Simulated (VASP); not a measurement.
# SnO2 (Fm-3m) in VASP: a series of runs

The runs below take SnO2 through single point, with PBE, HSE06, PBE-based screened hybrid with 15 % exact exchange, PBE-based screened hybrid with 50 % exact exchange, PBE-based screened hybrid with 5 % exact exchange.

Everything below comes from runs of VASP 6.6.1. Logs are shortened: lines on timing, memory, paths and dates and some standing lists are left out, and cuts for length are marked.

## 1. The cell of the first run

Symmetry: Fm-3m, No. 225, cubic system. The conventional cell has a = 5.067 Å, b = 5.067 Å, c = 5.067 Å, α = 90.00°, β = 90.00°, γ = 90.00°. Within 2.9 Å of Sn (site symmetry m-3m) lie 8 O at 2.19 Å. Within 2.9 Å of O (site symmetry -43m) lie 4 Sn at 2.19 Å and 6 O at 2.53 Å.

## 2. Single point, PBE

INCAR

```
SYSTEM = SnO2
PREC = Accurate
ENCUT = 520
EDIFF = 1E-6
ISMEAR = 1
SIGMA = 0.043
LREAL = .False.
LASPH = .True.
NELM = 60
ALGO = Normal
ISIF = 2
LWAVE = .False.
LCHARG = .True.
GGA = PE
LELF = .True.
LVHAR = .True.
NBANDS = 20
```

KPOINTS

```
regular mesh
0
Gamma
  6 6 6
  0 0 0
```

POSCAR

```
SnO2
1.0
    0.0000000000      2.5334669704      2.5334669704
    2.5334669704      0.0000000000      2.5334669704
    2.5334669704      2.5334669704      0.0000000000
Sn O
1 2
Direct
    0.0000000000      0.0000000000      0.0000000000
    0.2500000000      0.2500000000      0.2500000000
    0.7500000000      0.7500000000      0.7500000000
```

Potentials or basis: VASP PAW PBE potentials, release 64 (Sn_d, O).

Run with:

```bash
$ cat potpaw_PBE.64/Sn_d/POTCAR potpaw_PBE.64/O/POTCAR > POTCAR
$ mpirun -np 1 vasp_std > vasp.out
```

OUTCAR:

```text
SYSTEM = SnO2
   PREC = Accurate
   ENCUT = 520
   EDIFF = 1E-6
   ISMEAR = 1
   LREAL = .False.
   LASPH = .True.
   NELM = 60
   ISIF = 2
   GGA = PE

 ion  position               nearest neighbor table
   1  0.000  0.000  0.000-   3 2.19   3 2.19   3 2.19   2 2.19   3 2.19   2 2.19   2 2.19   2 2.19

   2  0.250  0.250  0.250-   1 2.19   1 2.19   1 2.19   1 2.19
   3  0.750  0.750  0.750-   1 2.19   1 2.19   1 2.19   1 2.19

  LATTYP: Found a face centered cubic cell.
 ALAT       =     5.0669339408

  Lattice vectors:

 A1 = (   0.0000000000,   2.5334669704,   2.5334669704)
 A2 = (   2.5334669704,   0.0000000000,   2.5334669704)
 A3 = (   2.5334669704,   2.5334669704,   0.0000000000)

Analysis of symmetry for initial positions (statically):
=====================================================================
 Subroutine PRICEL returns:
 Original cell was already a primitive cell.

 Routine SETGRP: Setting up the symmetry group for a
 face centered cubic supercell.

 Subroutine GETGRP returns: Found 48 space group operations
 (whereof 48 operations were pure point group operations)
 out of a pool of 48 trial point group operations.

The static configuration has the point symmetry O_h .

Analysis of symmetry for dynamics (positions and initial velocities):
=====================================================================
 Subroutine PRICEL returns:
 Original cell was already a primitive cell.

 Routine SETGRP: Setting up the symmetry group for a
 face centered cubic supercell.

 Subroutine GETGRP returns: Found 48 space group operations
 (whereof 48 operations were pure point group operations)
 out of a pool of 48 trial point group operations.

The dynamic configuration has the point symmetry O_h .

 Subroutine INISYM returns: Found 48 space group operations
 (whereof 48 operations are pure point group operations),
 and found     1 'primitive' translations

----------------------------------------------------------------------------------------

                                     Primitive cell

  volume of cell :      32.5219

  direct lattice vectors                    reciprocal lattice vectors
     0.000000000  2.533466970  2.533466970    -0.197358010  0.197358010  0.197358010
     2.533466970  0.000000000  2.533466970     0.197358010 -0.197358010  0.197358010
     2.533466970  2.533466970  0.000000000     0.197358010  0.197358010 -0.197358010

  length of vectors
     3.582863349  3.582863349  3.582863349     0.341834101  0.341834101  0.341834101

  position of ions in fractional coordinates (direct lattice)
     0.000000000  0.000000000  0.000000000
     0.250000000  0.250000000  0.250000000
     0.750000000  0.750000000  0.750000000

  ion indices of the primitive-cell ions
   primitive index   ion index
                 1           1
                 2           2
                 3           3

----------------------------------------------------------------------------------------

 KPOINTS: regular mesh

Automatic generation of k-mesh.
 Grid dimensions read from file:
 generate k-points for:    6    6    6

 Generating k-lattice:

  Cartesian coordinates                     Fractional coordinates (reciprocal lattice)
    -0.032893002  0.032893002  0.032893002     0.166666667  0.000000000  0.000000000
     0.032893002 -0.032893002  0.032893002     0.000000000  0.166666667  0.000000000
     0.032893002  0.032893002 -0.032893002     0.000000000  0.000000000  0.166666667

  Length of vectors
     0.056972350  0.056972350  0.056972350

  Shift w.r.t. Gamma in fractional coordinates (k-lattice)
     0.000000000  0.000000000  0.000000000

 Subroutine IBZKPT returns following result:
 ===========================================

 Found     16 irreducible k-points:

 Following reciprocal coordinates:
            Coordinates               Weight
  0.000000  0.000000  0.000000      1.000000
  0.166667  0.000000  0.000000      8.000000
  0.333333  0.000000  0.000000      8.000000
  0.500000  0.000000  0.000000      4.000000
  0.166667  0.166667  0.000000      6.000000
  0.333333  0.166667  0.000000     24.000000
[... 8 lines left out ...]
 -0.333333  0.333333  0.166667     24.000000
 -0.333333  0.500000  0.166667     12.000000
   k-points           NKPTS =     16   k-points in BZ     NKDIM =     16   number of bands    NBANDS=     20
   number of dos      NEDOS =    301   number of ions     NIONS =      3
   total plane-waves  NPLWV =  21952
   dimension x,y,z NGX =    28 NGY =   28 NGZ =   28
   dimension x,y,z NGXF=    56 NGYF=   56 NGZF=   56
   ions per type =               1   2
   NGX,Y,Z   is equivalent  to a cutoff of  12.99, 12.99, 12.99 a.u.
   NGXF,Y,Z  is equivalent  to a cutoff of  25.98, 25.98, 25.98 a.u.
 SYSTEM =  SnO2
   PREC   = accura    normal or accurate (medium, high low for compatibility)
   ISTART =      0    job   : 0-new  1-cont  2-samecut
   ICHARG =      2    charge: 1-file 2-atom 10-const
   ISPIN  =      1    spin polarized calculation?
   LNONCOLLINEAR =      F non collinear calculations
   LSORBIT =      F    spin-orbit coupling
   LASPH  =      T    aspherical Exc in radial PAW
   ENCUT  =  520.0 eV  38.22 Ry    6.18 a.u.   6.66  6.66  6.66*2*pi/ulx,y,z
   NELM   =     60;   NELMIN=  2; NELMDL= -5     # of ELM steps
   EDIFF  = 0.1E-05   stopping-criterion for ELM
   LREAL  =      F    real-space projection
   EDIFFG = 0.1E-04   stopping-criterion for IOM
   NSW    =      0    number of steps for IOM
   IBRION =     -1    ionic relax: 0-MD 1-quasi-New 2-CG
   NFREE  =      0    steps in history (QN), initial steepest desc. (CG)
   ISIF   =      2    stress and relaxation
   ISYM   =      2    0-nonsym 1-usesym 2-fastsym
   POTIM  = 0.5000    time-step for ionic-motion
   TEBEG  =    0.0;   TEEND  =   0.0 temperature during run
   PSTRESS=    0.0 pullay stress
   NELECT =      26.0000    total number of electrons
   NUPDOWN=      -1.0000    fix difference up-down
   EMIN   =  10.00;   EMAX   =-10.00  energy-range for DOS
   EFERMI =   0.00;   METHOD = LEGACY
   ISMEAR =     1;   SIGMA  =   0.04  broadening in eV -4-tet -1-fermi 0-gaus
   EFERMI_NEDOS =   21; number of points for ismear=-14 and -15
   IALGO  =     38    algorithm
   IMIX   =      4    mixing-type and parameters
     AMIX     =   0.40;   BMIX     =  1.00
     AMIX_MAG =   1.60;   BMIX_MAG =  1.00
  volume/ion in A,a.u.               =      10.84        73.16
  Fermi-wavevector in a.u.,A,eV,Ry     =   1.519407  2.871262 31.410365  2.308597
  Thomas-Fermi vector in A             =   2.628397
   LORBIT       =      0    0 simple, 1 ext, 2 COOP (PROOUT), +10 PAW based schemes
   GGA     = PE    functional components
   LHFCALC =     F    Hartree Fock is set to
   AEXX    =    0.0000 exact exchange contribution
   IVDW    =     0    specifies the selected vdW correction
   LEPSILON=     F    determine dielectric tensor
   LRPA    =     F    only Hartree local field effects (RPA)
 non-spin polarized calculation
 Methfessel and Paxton  Order N= 1 SIGMA  =   0.04
  energy-cutoff  :      520.00
  volume of cell :       32.52
 maximum number of plane-waves:       899
 NGX is ok and might be reduce to    28
   NGX = 13   NGY = 13   NGZ = 13

 number of electron      25.9999988 magnetization

 Free energy of the ion-electron system (eV)
  ---------------------------------------------------
  ext. energy  EPLUGINS =         0.00000000
  ---------------------------------------------------
  free energy    TOTEN  =       -17.86567072 eV

  energy without entropy =      -17.86580929  energy(sigma->0) =      -17.86571691

 E-fermi :   8.0562     XC(G=0): -11.9232

 val. band max:        8.0200218971   @ k =  -0.3333   0.5000   0.1667
 cond. band min:       8.3179416071   @ k =   0.0000   0.0000   0.0000
 fundamental gap:      0.2979197100
 Fermi energy:         8.0562216956

 k-point     1 :       0.0000    0.0000    0.0000
  band No.  band energies     occupation
      1     -12.5282      2.00000
      2     -12.5282      2.00000
      3     -12.5282      2.00000
      4     -12.3703      2.00000
      5     -12.3703      2.00000
      6     -11.6953      2.00000
[... 12 lines left out ...]
     19      23.3673      0.00000
     20      23.3673      0.00000

 k-point     2 :       0.1667    0.0000    0.0000
  band No.  band energies     occupation
      1     -12.6494      2.00000
      2     -12.5076      2.00000
      3     -12.5076      2.00000
      4     -12.3701      2.00000
      5     -12.3701      2.00000
      6     -11.3908      2.00000
[... 12 lines left out ...]
     19      23.4490      0.00000
     20      23.4490      0.00000

 k-point     3 :       0.3333    0.0000    0.0000
  band No.  band energies     occupation
      1     -12.9095      2.00000
      2     -12.4829      2.00000
      3     -12.4829      2.00000
      4     -12.3522      2.00000
      5     -12.3522      2.00000
      6     -10.4817      2.00000
[... 12 lines left out ...]
     19      23.5581      0.00000
     20      24.3721      0.00000

 k-point     4 :       0.5000    0.0000    0.0000
  band No.  band energies     occupation
      1     -13.0343      2.00000
      2     -12.4798      2.00000
      3     -12.4798      2.00000
      4     -12.3337      2.00000
      5     -12.3337      2.00000
      6      -9.5361      2.00000
[... 12 lines left out ...]
     19      23.4587      0.00000
     20      23.7543      0.00000

 k-point     5 :       0.1667    0.1667    0.0000
  band No.  band energies     occupation
      1     -12.6884      2.00000
      2     -12.4866      2.00000
      3     -12.4866      2.00000
      4     -12.3881      2.00000
      5     -12.3586      2.00000
      6     -11.3304      2.00000
[... 12 lines left out ...]
     19      23.6945      0.00000
     20      24.5700      0.00000
[... 169 lines left out ...]
      6      -9.9054      2.00000
[... 12 lines left out ...]
     19      25.2757      0.00000
     20      25.8486      0.00000

 k-point    14 :       0.5000    0.3333    0.1667
  band No.  band energies     occupation
      1     -12.9007      2.00000
      2     -12.6207      2.00000
      3     -12.4081      2.00000
      4     -12.4045      2.00000
      5     -12.3498      2.00000
      6      -9.8910      2.00000
[... 12 lines left out ...]
     19      24.2776      0.00000
     20      27.0205      0.00000

 k-point    15 :      -0.3333    0.3333    0.1667
  band No.  band energies     occupation
      1     -12.8737      2.00000
      2     -12.7414      2.00000
      3     -12.4051      2.00000
      4     -12.3922      2.00000
      5     -12.3477      2.00000
      6      -8.9363      2.00000
[... 12 lines left out ...]
     19      24.3489      0.00000
     20      27.1545      0.00000

 k-point    16 :      -0.3333    0.5000    0.1667
  band No.  band energies     occupation
      1     -12.9870      2.00000
      2     -12.6236      2.00000
      3     -12.4268      2.00000
      4     -12.3549      2.00000
      5     -12.3434      2.00000
      6      -9.3091      2.00000
[... 12 lines left out ...]
     19      25.3694      0.00000
     20      26.1610      0.00000

------------------------ aborting loop because EDIFF is reached ----------------------------------------

  FORCE on cell =-STRESS in cart. coord.  units (eV):
  Direction    XX          YY          ZZ          XY          YZ          ZX
  --------------------------------------------------------------------------------------
  -------------------------------------------------------------------------------------
  Total        2.0223780      2.0223780      2.0223780      0.0000000     -0.0000000     -0.0000000
  in kB       99.6316193     99.6316193     99.6316193      0.0000000     -0.0000000     -0.0000000
  external PRESSURE =      99.6316193 kB  Pullay stress =       0.0000000 kB

 VOLUME and BASIS-vectors are now :
 -----------------------------------------------------------------------------
  energy-cutoff  :      520.00
  volume of cell :       32.52
      direct lattice vectors                 reciprocal lattice vectors
     0.000000000  2.533466970  2.533466970    -0.197358010  0.197358010  0.197358010
     2.533466970  0.000000000  2.533466970     0.197358010 -0.197358010  0.197358010
     2.533466970  2.533466970  0.000000000     0.197358010  0.197358010 -0.197358010

 POSITION                                       TOTAL-FORCE (eV/Angst)
 -----------------------------------------------------------------------------------
      0.00000      0.00000      0.00000         0.000000      0.000000      0.000000
      1.26673      1.26673      1.26673        -0.000000     -0.000000     -0.000000
      3.80020      3.80020      3.80020         0.000000      0.000000      0.000000
 -----------------------------------------------------------------------------------
    total drift:                               -0.000000     -0.000000      0.000000

  FREE ENERGIE OF THE ION-ELECTRON SYSTEM (eV)
  ---------------------------------------------------
  free  energy   TOTEN  =       -17.8656707152 eV

  energy  without entropy=      -17.8658092916  energy(sigma->0) =      -17.86571691
```

Run time: 6 s. Hardware: 1 thread of Intel Xeon 6975P-C (Granite Rapids), shared host; peak memory 0.15 GiB.

What came out:

```yaml
Free_energy: -17.8657 eV
Pressure: 10.0 GPa
Band_gap_on_the_k_mesh: 0.30 eV (least direct gap 1.68 eV)
```

Levels at points of the mesh, in eV from the valence-band top:
| k point | band 9 | band 10 | band 11 | band 12 | band 13 | band 14 | band 15 | band 16 | band 17 | band 18 |
| --- | --- | --- | --- | --- | --- | --- | --- | --- | --- | --- |
| (0.00, 0.00, 0.00) | -2.91 | -2.91 | -1.38 | -1.38 | -1.38 | 0.30 | 7.15 | 7.15 | 7.15 | 13.54 |
| (0.50, 0.00, 0.00) | -3.90 | -3.41 | -3.41 | -2.12 | -2.12 | 4.93 | 8.07 | 10.48 | 10.48 | 15.44 |
| (0.50, 0.50, 0.00) | -5.55 | -5.55 | -0.18 | -0.18 | -0.10 | 3.32 | 7.28 | 9.97 | 12.34 | 12.34 |

Caveat: the cell stands under pressure; spin-orbit coupling is left out, which moves the levels of the heavy elements.

## 3. Single point, HSE06

POSCAR is that of step 2.

INCAR.step1

```
ALGO = Normal ; EDIFF = 1E-5
ENCUT = 520 ; GGA = PE
ISIF = 2 ; ISMEAR = 0
LASPH = T ; LCHARG = F
LREAL = F ; LWAVE = T
NBANDS = 20 ; NELM = 100
PREC = Accurate ; SIGMA = 0.01
```

INCAR.step2

```
ALGO = Normal ; EDIFF = 1E-6
ENCUT = 520 ; GGA = PE
HFSCREEN = 0.2079 ; ISIF = 2
ISMEAR = 0 ; ISTART = 1
LASPH = T ; LCHARG = F
LHFCALC = T ; LREAL = F
LWAVE = F ; NBANDS = 20
NELM = 100 ; PREC = Accurate
PRECFOCK = Normal ; SIGMA = 0.01
```

KPOINTS

```
k-points
0
Gamma
  4 4 4
```

Potentials or basis: VASP PAW PBE potentials, release 64 (Sn_d, O).

Run with:

```bash
$ cat potpaw_PBE.64/Sn_d/POTCAR potpaw_PBE.64/O/POTCAR > POTCAR
$ cp INCAR.step1 INCAR
$ mpirun -np 1 vasp_std > vasp.out
$ cp INCAR.step2 INCAR
$ mpirun -np 1 vasp_std > vasp.out
```

It took 3.9 min on 1 thread of Intel Xeon 6975P-C (Granite Rapids), shared host; peak memory 0.26 GiB.

Results (log left out):

```yaml
Free_energy: -22.7719 eV
Pressure: -2.0 GPa
Band_gap_on_the_k_mesh: 1.68 eV (least direct gap 3.18 eV)
```

Levels at points of the mesh, in eV from the valence-band top:
| k point | band 11 | band 12 | band 13 | band 14 | band 15 | band 16 |
| --- | --- | --- | --- | --- | --- | --- |
| (0.00, 0.00, 0.00) | -1.49 | -1.49 | -1.49 | 1.68 | 8.78 | 8.78 |
| (0.50, 0.00, 0.00) | -3.68 | -2.33 | -2.33 | 6.62 | 9.76 | 12.42 |
| (0.50, 0.50, 0.00) | -0.21 | -0.21 | -0.14 | 4.84 | 8.96 | 11.76 |

Caveat: the k points lie up to 0.54 Å⁻¹ apart; the PAW data sets were made with another functional, which shifts forces and pressure a little; spin-orbit coupling is left out, which moves the levels of the heavy elements. A k mesh can miss the band edges.

[end of part 1 of 2]
